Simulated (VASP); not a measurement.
# GaB2As3 (P3m1) in VASP: a series of runs, part 2 of 2

VASP 6.6.1. The steps go on from the part before.

**4. Relaxation of cell and atoms, PBE**

This run uses another cell than the first one, of 17.60 Å³/atom.

The input, INCAR:

```
PREC     = Accurate       # precision mode
ENCUT    = 600            # plane-wave cutoff, eV
EDIFF    = 1E-6           # SCF threshold, eV
ISMEAR   = 0              # smearing method
SIGMA    = 0.1            # smearing width, eV
LREAL    = False          # projectors in reciprocal space
LASPH    = True           # aspherical terms in the spheres
NELM     = 80             # most SCF steps
ALGO     = Normal         # electronic algorithm
ISIF     = 3              # what is computed and relaxed
LWAVE    = False          # write WAVECAR
LCHARG   = False          # write CHGCAR
GGA      = PE             # functional
IBRION   = 2              # ionic algorithm
NSW      = 90             # ionic steps
EDIFFG   = -0.04          # ionic threshold
```

The input, KPOINTS:

```
regular mesh
0
Gamma
  6 6 2
```

The input, POSCAR:

```
GaB2As3
1.0
    3.6785807600      0.0000000000      0.0000000000
   -1.8392903800      3.1857443900      0.0000000000
    0.0000000000      0.0000000000      9.0106458500
Ga B As
1 2 3
Direct
    0.3333333300      0.6666666700      0.6666666700
    0.0000000000      0.0000000000      0.0000000000
    0.6666666700      0.3333333300      0.3333333300
    0.0000000000      0.0000000000      0.7500000000
    0.3333333300      0.6666666700      0.4166666700
    0.6666666700      0.3333333300      0.0833333300
```

The run is started by

```bash
> cat potpaw_PBE.64/Ga_d/POTCAR potpaw_PBE.64/B/POTCAR potpaw_PBE.64/As/POTCAR > POTCAR
> mpirun -np 1 vasp_std > vasp.out
```

Run time: 3.4 min. Hardware: 1 thread of AMD EPYC 7R43 (Zen 3), shared host; peak memory 0.23 GiB.

It converged, with:

| Item | Value |
| --- | --- |
| Free energy | -29.8796 eV |
| Relaxed volume | 17.00 Å³/atom |
| Relaxed cell | a = 3.616 Å, b = 3.616 Å, c = 9.004 Å, α = 90.00°, β = 90.00°, γ = 120.00° |
| Space group after relaxing (to 0.1 Å) | P3m1 (No. 156) |
| Energy gained by relaxing | 156.7 meV/atom |
| Ionic steps | 8 |
| Pressure after relaxing | -0.2 GPa |
| Largest force after relaxing | 0.030 eV/Å |
| Band gap on the k mesh | 0.34 eV (least direct gap 0.39 eV) |

Forces on the atoms (eV/Å):
```
Ga   0.000  0.000  0.023
B    0.000  0.000  0.017
B    0.000  0.000  0.029
As   0.000  0.000 -0.030
As   0.000  0.000 -0.012
As   0.000  0.000 -0.027
```

Stress tensor (GPa, compression positive):
```
-0.23  0.00  0.00
 0.00 -0.23  0.00
 0.00  0.00 -0.06
```

Step by step:
```csv
step,energy change (eV),largest force (eV/Å),pressure (GPa),volume (Å³)
1,0.0000,3.5568,-0.25,105.60
2,-0.6927,1.2772,-2.04,105.17
3,-0.7233,1.4955,-2.09,105.06
4,-0.8997,0.7462,0.75,101.33
5,-0.9083,0.6289,1.68,100.34
6,-0.9280,0.4751,-0.37,102.13
7,-0.9389,0.1536,0.34,101.44
8,-0.9400,0.0298,-0.17,101.99
```

Final structure:
```
CELL_PARAMETERS angstrom
3.61647 0.00000 0.00000
-1.80824 3.13196 0.00000
0.00000 0.00000 9.00424
ATOMIC_POSITIONS crystal
Ga 0.33333 0.66667 0.66378
B 0.00000 0.00000 0.01220
B 0.66667 0.33333 0.31697
As 0.00000 0.00000 0.78131
As 0.33333 0.66667 0.39037
As 0.66667 0.33333 0.08537
```

Levels at points of the mesh, in eV from the valence-band top:
```csv
k point,band 15,band 16,band 17,band 18,band 19,band 20
"(0.00, 0.00, 0.00)",-1.15,0.00,0.00,0.39,0.82,1.66
"(0.50, 0.00, 0.00)",-3.90,-3.40,-1.97,0.34,0.47,1.39
"(0.00, 0.00, 0.50)",-1.88,-0.20,-0.20,0.36,0.95,2.58
"(0.50, 0.00, 0.50)",-3.61,-2.51,-1.73,0.45,0.59,1.59
```

Caveat: semilocal functionals underestimate gaps, and a narrow one can read as zero. A k mesh can miss the band edges.

**5. Single point, PBE**

The input, INCAR:

```
SYSTEM = GaB2As3
ALGO = Normal
EDIFF = 1E-6
ENCUT = 520
GGA = PE
ISIF = 2
ISMEAR = 0
LASPH = .True.
LCHARG = .False.
LREAL = .False.
LWAVE = .False.
NBANDS = 26
NELM = 80
PREC = Accurate
SIGMA = 0.02
```

The input, KPOINTS:

```
k-points
0
Gamma
  12 12 4
  0 0 0
```

The input, POSCAR:

```
GaB2As3
1.0
    3.6072707495      0.0000000000      0.0000000000
   -1.8036353748      3.1239881074      0.0000000000
    0.0000000000      0.0000000000      9.0056412660
Ga B As
1 2 3
Direct
    0.3333333333      0.6666666667      0.6636615093
    0.0000000000      0.0000000000      0.0121296304
    0.6666666667      0.3333333333      0.3169421707
    0.0000000000      0.0000000000      0.7815393885
    0.3333333333      0.6666666667      0.3903826727
    0.6666666667      0.3333333333      0.0853446285
```

Potentials or basis: VASP PAW PBE potentials, release 64 (Ga_d, B, As).

The run is started by

```bash
> cat potpaw_PBE.64/Ga_d/POTCAR potpaw_PBE.64/B/POTCAR potpaw_PBE.64/As/POTCAR > POTCAR
> mpirun -np 1 vasp_std > vasp.out
```

OUTCAR:

```text
SYSTEM = GaB2As3
   EDIFF = 1E-6
   ENCUT = 520
   GGA = PE
   ISIF = 2
   ISMEAR = 0
   LASPH = .True.
   LREAL = .False.
   NELM = 80
   PREC = Accurate

 ion  position               nearest neighbor table
   1  0.333  0.667  0.664-   4 2.34   4 2.34   4 2.34   5 2.46
   2  0.000  0.000  0.012-   4 2.08   6 2.18   6 2.18   6 2.18
   3  0.667  0.333  0.317-   6 2.09   5 2.19   5 2.19   5 2.19
   4  0.000  0.000  0.782-   2 2.08   1 2.34   1 2.34   1 2.34
   5  0.333  0.667  0.390-   3 2.19   3 2.19   3 2.19   1 2.46
   6  0.667  0.333  0.085-   3 2.09   2 2.18   2 2.18   2 2.18

  LATTYP: Found a hexagonal cell.
 ALAT       =     3.6072707495
 C/A-ratio  =     2.4965249052

  Lattice vectors:

 A1 = (   3.6072707495,   0.0000000000,   0.0000000000)
 A2 = (  -1.8036353748,   3.1239881074,   0.0000000000)
 A3 = (   0.0000000000,   0.0000000000,   9.0056412660)

Analysis of symmetry for initial positions (statically):
=====================================================================
 Subroutine PRICEL returns:
 Original cell was already a primitive cell.

 Routine SETGRP: Setting up the symmetry group for a
 hexagonal supercell.

 Subroutine GETGRP returns: Found  6 space group operations
 (whereof  6 operations were pure point group operations)
 out of a pool of 24 trial point group operations.

The static configuration has the point symmetry C_3v.

Analysis of symmetry for dynamics (positions and initial velocities):
=====================================================================
 Subroutine PRICEL returns:
 Original cell was already a primitive cell.

 Routine SETGRP: Setting up the symmetry group for a
 hexagonal supercell.

 Subroutine GETGRP returns: Found  6 space group operations
 (whereof  6 operations were pure point group operations)
 out of a pool of 24 trial point group operations.

The dynamic configuration has the point symmetry C_3v.
[... 122 lines left out ...]
   ISMEAR =     0;   SIGMA  =   0.02  broadening in eV -4-tet -1-fermi 0-gaus
   EFERMI_NEDOS =   21; number of points for ismear=-14 and -15
   IALGO  =     38    algorithm
   IMIX   =      4    mixing-type and parameters
     AMIX     =   0.40;   BMIX     =  1.00
     AMIX_MAG =   1.60;   BMIX_MAG =  1.00
  volume/ion in A,a.u.               =      16.91       114.14
  Fermi-wavevector in a.u.,A,eV,Ry     =   1.137017  2.148650 17.589710  1.292807
  Thomas-Fermi vector in A             =   2.273722
   LORBIT       =      0    0 simple, 1 ext, 2 COOP (PROOUT), +10 PAW based schemes
   GGA     = PE    functional components
   LHFCALC =     F    Hartree Fock is set to
   AEXX    =    0.0000 exact exchange contribution
   IVDW    =     0    specifies the selected vdW correction
   LEPSILON=     F    determine dielectric tensor
   LRPA    =     F    only Hartree local field effects (RPA)
 non-spin polarized calculation
 Gauss-broadening in eV      SIGMA  =   0.02
  energy-cutoff  :      520.00
  volume of cell :      101.49
 maximum number of plane-waves:      2758
 NGX is ok and might be reduce to    28
   NGX = 13   NGY = 13   NGZ = 33

 number of electron      34.0000000 magnetization

 Free energy of the ion-electron system (eV)
  ---------------------------------------------------
  ext. energy  EPLUGINS =         0.00000000
  ---------------------------------------------------
  free energy    TOTEN  =       -29.91598788 eV

  energy without entropy =      -29.91598788  energy(sigma->0) =      -29.91598788

 E-fermi :   5.9538     XC(G=0): -10.1149

 val. band max:        5.8683657466   @ k =   0.0000   0.0000   0.0000
 cond. band min:       6.0746850983   @ k =   0.4167   0.0000   0.2500
 fundamental gap:      0.2063193518
 Fermi energy:         5.9538191261

 k-point     1 :       0.0000    0.0000    0.0000
  band No.  band energies     occupation
      1      -9.7411      2.00000
      2      -9.6849      2.00000
      3      -9.6849      2.00000
      4      -9.5866      2.00000
      5      -9.5866      2.00000
      6      -9.2217      2.00000
[... 685 lines left out ...]
     25      10.0218      0.00000
     26      11.0093      0.00000

 [... further k-points ...]
[... 5 lines left out ...]
  --------------------------------------------------------------------------------------
  -------------------------------------------------------------------------------------
  Total        0.1677274      0.1677274      0.2618825     -0.0000000     -0.0000000      0.0000000
  in kB        2.6479624      2.6479624      4.1344178     -0.0000000     -0.0000000      0.0000000
  external PRESSURE =       3.1434475 kB  Pullay stress =       0.0000000 kB

 VOLUME and BASIS-vectors are now :
 -----------------------------------------------------------------------------
  energy-cutoff  :      520.00
  volume of cell :      101.49
      direct lattice vectors                 reciprocal lattice vectors
     3.607270750  0.000000000  0.000000000     0.277217894  0.160051826  0.000000000
    -1.803635375  3.123988107  0.000000000     0.000000000  0.320103651  0.000000000
     0.000000000  0.000000000  9.005641266     0.000000000  0.000000000  0.111041509

 POSITION                                       TOTAL-FORCE (eV/Angst)
 -----------------------------------------------------------------------------------
     -0.00000      2.08266      5.97670         0.000000     -0.000000     -0.011655
      0.00000      0.00000      0.10924        -0.000000      0.000000      0.024261
      1.80364      1.04133      2.85427        -0.000000      0.000000      0.023178
      0.00000      0.00000      7.03826        -0.000000      0.000000     -0.019913
     -0.00000      2.08266      3.51565        -0.000000      0.000000      0.004130
      1.80364      1.04133      0.76858         0.000000      0.000000     -0.020001
 -----------------------------------------------------------------------------------
    total drift:                                0.000001     -0.000001      0.000734

  FREE ENERGIE OF THE ION-ELECTRON SYSTEM (eV)
  ---------------------------------------------------
  free  energy   TOTEN  =       -29.9159878787 eV

  energy  without entropy=      -29.9159878787  energy(sigma->0) =      -29.91598788
```

OSZICAR:

```text
N       E                     dE             d eps       ncg     rms          rms(c)
DAV:   1     0.217355646158E+03    0.21736E+03   -0.14805E+04  3732   0.150E+03
DAV:   2    -0.238913873805E+01   -0.21974E+03   -0.20341E+03  3884   0.373E+02
DAV:   3    -0.299772269430E+02   -0.27588E+02   -0.26707E+02  4630   0.104E+02
DAV:   4    -0.309022842152E+02   -0.92506E+00   -0.91883E+00  4322   0.191E+01
DAV:   5    -0.309212785428E+02   -0.18994E-01   -0.18950E-01  4904   0.253E+00    0.662E+00
DAV:   6    -0.300202977385E+02    0.90098E+00   -0.13225E+00  4650   0.101E+01    0.356E+00
DAV:   7    -0.299236686331E+02    0.96629E-01   -0.50343E-01  4506   0.328E+00    0.139E+00
DAV:   8    -0.299142447059E+02    0.94239E-02   -0.64143E-02  4754   0.150E+00    0.408E-01
DAV:   9    -0.299154648117E+02   -0.12201E-02   -0.72951E-03  4172   0.533E-01    0.199E-01
DAV:  10    -0.299157549915E+02   -0.29018E-03   -0.11657E-03  4538   0.191E-01    0.767E-02
DAV:  11    -0.299159719683E+02   -0.21698E-03   -0.48018E-04  4136   0.110E-01    0.265E-02
DAV:  12    -0.299159769686E+02   -0.50003E-05   -0.30548E-05  5012   0.345E-02    0.127E-02
DAV:  13    -0.299159874750E+02   -0.10506E-04   -0.21308E-05  4030   0.275E-02    0.427E-03
DAV:  14    -0.299159878787E+02   -0.40368E-06   -0.70118E-07  3136   0.595E-03
   1 F= -.29915988E+02 E0= -.29915988E+02  d E =-.461979E-12
```

It took 3.6 min on 1 thread of AMD EPYC 7R43 (Zen 3), shared host; peak memory 0.3 GiB.

Results:

- Free energy: -29.9160 eV
- Pressure: 0.3 GPa
- Largest force: 0.024 eV/Å
- Band gap on the k mesh: 0.21 eV (least direct gap 0.41 eV)

Forces on the atoms (eV/Å):
```
Ga   0.000  0.000 -0.012
B    0.000  0.000  0.024
B    0.000  0.000  0.023
As   0.000  0.000 -0.020
As   0.000  0.000  0.004
As   0.000  0.000 -0.020
```

Levels at points of the mesh, in eV from the valence-band top:
```tsv
k point	band 13	band 14	band 15	band 16	band 17	band 18	band 19	band 20	band 21	band 22
(0.00, 0.00, 0.00)	-2.00	-2.00	-1.18	0.00	0.00	0.41	0.85	1.62	2.17	2.17
(0.50, 0.00, 0.00)	-4.54	-4.37	-3.94	-3.43	-1.98	0.31	0.45	1.38	2.48	3.33
(0.00, 0.00, 0.50)	-2.80	-1.91	-1.91	-0.20	-0.20	0.38	0.98	2.57	2.57	2.86
(0.50, 0.00, 0.50)	-5.12	-4.53	-3.64	-2.55	-1.75	0.44	0.58	1.58	2.11	2.92
```

Caveat: semilocal functionals underestimate gaps, and a narrow one can read as zero. A k mesh can miss the band edges.

**6. Summary**

| task | cell | k mesh | cutoff (eV) | smearing | gap on the mesh (eV) | pressure (GPa) | largest force (eV/Å) |
| --- | --- | --- | --- | --- | --- | --- | --- |
| single point | a = 3.609, b = 3.609, c = 8.993 Å, angles 90.0, 90.0, 120.0°, 6 atoms, atomic positions A | 6 × 6 × 2 | 520 | gaussian 0.1 eV | 0.34 | 0.4 | 0.04 |
| single point | a = 3.679, b = 3.679, c = 9.011 Å, angles 90.0, 90.0, 120.0°, 6 atoms, atomic positions B | 6 × 6 × 2 | 520 | gaussian 0.1 eV | 1.22 | -0.2 | 3.56 |
| relaxation of cell and atoms | relaxed from a = 3.679, b = 3.679, c = 9.011 Å, angles 90.0, 90.0, 120.0°, 6 atoms, atomic positions B | 6 × 6 × 2 | 600 | gaussian 0.1 eV | 0.34 | -0.2 | 0.03 |
| single point | a = 3.607, b = 3.607, c = 9.006 Å, angles 90.0, 90.0, 120.0°, 6 atoms, atomic positions C | 12 × 12 × 4 | 520 | gaussian 0.02 eV | 0.21 | 0.3 | 0.02 |

Alike in all rows: level PBE; potentials or basis VASP PAW PBE potentials, release 64 (Ga_d, B, As); no spin polarisation.

Caveats: semilocal functionals underestimate gaps, and a narrow one can read as zero (at least some runs); forces of over 1 eV/Å act on the atoms, so gaps and moduli don't describe the material at rest (at least some runs).

Absolute energies hang on the potentials; compare differences alone.
